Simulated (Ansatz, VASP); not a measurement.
# Zn: VASP beside Ansatz

Contents of INCAR:

```
SYSTEM = Zn
PREC = Accurate
ENCUT = 520
EDIFF = 1E-6
ISMEAR = 0
SIGMA = 0.15
LREAL = .False.
LASPH = .True.
NELM = 60
ALGO = Fast
ISIF = 2
LWAVE = .False.
LCHARG = .False.
GGA = PS
NBANDS = 19
```

The input KPOINTS:

```
Automatic mesh
0
Gamma
  24 24 10
  0 0 0
```

POSCAR

```
Zn
1.0
    2.6647980532      0.0000000000      0.0000000000
   -1.3323990266      2.3077828100      0.0000000000
    0.0000000000      0.0000000000      4.9467000000
Zn
2
Direct
    0.3549991503      0.7099983006      0.2500000000
    0.6666666667      0.3333333333      0.7500000000
```

Input for Ansatz:

```yaml
crystal:
  lattice:
    - [2.6647980532, 0.0, 0.0]
    - [-1.3323990266, 2.30778281, 0.0]
    - [0.0, 0.0, 4.9467]
  atoms:
    - { symbol: Zn, position: [0.3549991503, 0.7099983006, 0.25] }
    - { symbol: Zn, position: [0.6666666667, 0.3333333333, 0.75] }
basis:
  ecutwfc: 420
kpoints:
  mp_grid: { grid: [24, 24, 10] }
hamiltonian:
  xc: pbesol
scf:
  occupations: { method: gaussian, width: 0.15 }
output:
  forces: true
  stress: true
  eigenvalues: true
```

Alike in both runs: task single point; functional PBEsol; k mesh 24 × 24 × 10; occupations gaussian, width 0.15 eV; no spin polarisation.

|  | VASP | Ansatz |
| --- | --- | --- |
| version | VASP 6.6.1 | Ansatz 0.2.0 |
| potentials or method | VASP PAW PBE potentials, release 64 (Zn), cutoff 520 eV | scalar-relativistic, plane waves, PAW |
| valence electrons in the cell | 24 | 24 |

|  | VASP | Ansatz | Ansatz less VASP |
| --- | --- | --- | --- |
| gap on the k mesh at the Fermi level (eV) | none | none | - |
| pressure (GPa) | -4.7 | -5.3 | -0.66 |
| traceless stress, the component that is largest in VASP (GPa) | 1.97 | 2.09 | +0.119 |
| rms of the force components (eV/Å) | 0.032 | 0.032 | -0.0005 |

VASP's potentials were made for PBE, not for PBEsol. Atom by atom the forces differ by 0.001 eV/Å (rms over components). A gap of «none» marks a metal or a gap that the smearing closes.
